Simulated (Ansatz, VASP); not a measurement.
**One calculation of Ba7O, two programs**

Contents of INCAR:

```
PREC     = Accurate       # precision mode
ENCUT    = 600            # plane-wave cutoff, eV
EDIFF    = 1E-6           # SCF threshold, eV
ISMEAR   = 0              # smearing method
SIGMA    = 0.1            # smearing width, eV
LREAL    = False          # projectors in reciprocal space
LASPH    = True           # aspherical terms in the spheres
NELM     = 100            # most SCF steps
ALGO     = Normal         # electronic algorithm
ISIF     = 3              # what is computed and relaxed
LWAVE    = False          # write WAVECAR
LCHARG   = False          # write CHGCAR
GGA      = PE             # functional
IBRION   = 2              # ionic algorithm
NSW      = 90             # ionic steps
EDIFFG   = -0.04          # ionic threshold
```

File KPOINTS:

```
Automatic mesh
0
Gamma
  3 3 3
```

Contents of POSCAR:

```
Ba7O
1.0
    3.4855716900      2.0123957500      6.3476164400
   -3.4855716900      2.0123957500      6.3476164400
    0.0000000000     -4.0247915000      6.3476164400
Ba O
7 1
Direct
    0.5000000000      0.5000000000      0.0000000000
    0.0000000000      0.5000000000      0.5000000000
    0.5000000000      0.0000000000      0.5000000000
    0.5000000000      0.5000000000      0.5000000000
    0.0000000000      0.0000000000      0.5000000000
    0.5000000000      0.0000000000      0.0000000000
    0.0000000000      0.5000000000      0.0000000000
    0.0000000000      0.0000000000      0.0000000000
```

Input for Ansatz:

```yaml
crystal:
  lattice:
    - [3.48557169, 2.01239575, 6.34761644]
    - [-3.48557169, 2.01239575, 6.34761644]
    - [0.0, -4.0247915, 6.34761644]
  atoms:
    - { symbol: Ba, position: [0.5, 0.5, 0.0] }
    - { symbol: Ba, position: [0.0, 0.5, 0.5] }
    - { symbol: Ba, position: [0.5, 0.0, 0.5] }
    - { symbol: Ba, position: [0.5, 0.5, 0.5] }
    - { symbol: Ba, position: [0.0, 0.0, 0.5] }
    - { symbol: Ba, position: [0.5, 0.0, 0.0] }
    - { symbol: Ba, position: [0.0, 0.5, 0.0] }
    - { symbol: O, position: [0.0, 0.0, 0.0] }
basis:
  ecutwfc: 420
kpoints:
  mp_grid: { grid: [3, 3, 3] }
hamiltonian:
  xc: pbe
scf:
  occupations: { method: gaussian, width: 0.1 }
  lower_state_search: "off"
output:
  forces: true
  stress: true
  eigenvalues: true
relax:
  adjacent_minimum: "off"
  f_tol: 0.04
  max_steps: 70
  cell: { stress_tol: 0.4 }
```

Alike in both runs: task relaxation of cell and atoms; functional PBE; k mesh 3 × 3 × 3; occupations gaussian, width 0.1 eV; no spin polarisation.

|  | VASP | Ansatz |
| --- | --- | --- |
| version | VASP 6.6.1 | Ansatz 0.2.0 |
| potentials or method | VASP PAW PBE potentials, release 64 (Ba_sv, O), cutoff 600 eV | scalar-relativistic, plane waves, PAW |
| valence electrons in the cell | 76 | 76 |

Ansatz gave:

* gap on the k mesh at the Fermi level, each at its own relaxed structure (eV): none
* relaxed volume (Å³/atom): 52.36
* relaxed length of the cell vector where the two differ most in proportion (Å): 8.409

Which values does VASP return?

gap on the k mesh at the Fermi level, each at its own relaxed structure (eV): none; relaxed volume (Å³/atom): 52.54; relaxed length of the cell vector where the two differ most in proportion (Å): 8.434.

A gap of «none» marks a metal or a gap that the smearing closes.

The k mesh is coarse, so the values compare programs but aren't converged. Neither program's run includes spin-orbit coupling. Noted on VASP's run: the volume moved by over 15 % at a fixed basis, so the end points are rough.
